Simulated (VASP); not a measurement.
A run of VASP 6.6.1 is set up as follows.

INCAR

```
  PREC = Accurate
  ENCUT = 520
  EDIFF = 1E-6
  ISMEAR = -1
  SIGMA = 0.05
  LREAL = False
  LASPH = True
  NELM = 150
  ALGO = Fast
  ISIF = 2
  LWAVE = False
  LCHARG = False
  MAGMOM = 0 0 0
  LORBIT = 11
  LSORBIT = True
  GGA_COMPAT = False
  LORBMOM = True
  LMAXMIX = 4
  GGA = CA
  NBANDS = 20
```

The input KPOINTS:

```
regular mesh
0
Gamma
  9 9 9
```

Contents of POSCAR:

```
Ir
1.0
    0.0000000000      1.9156000000      1.9156000000
    1.9156000000      0.0000000000      1.9156000000
    1.9156000000      1.9156000000      0.0000000000
Ir
1
Direct
    0.0000000000      0.0000000000      0.0000000000
```

Potentials or basis: VASP PAW LDA potentials, release 64 (Ir).

The run is started by

```sh
$ cat potpaw_LDA.64/Ir/POTCAR > POTCAR
$ mpirun -np 1 vasp_ncl > vasp.out
```

What does it give for the net moment?

0.00 μB per cell.

Estimate the pressure.

-3.2 GPa.

Moments on the atoms (μB; x, y, z):
```
Ir  0.00 0.00 0.00
```
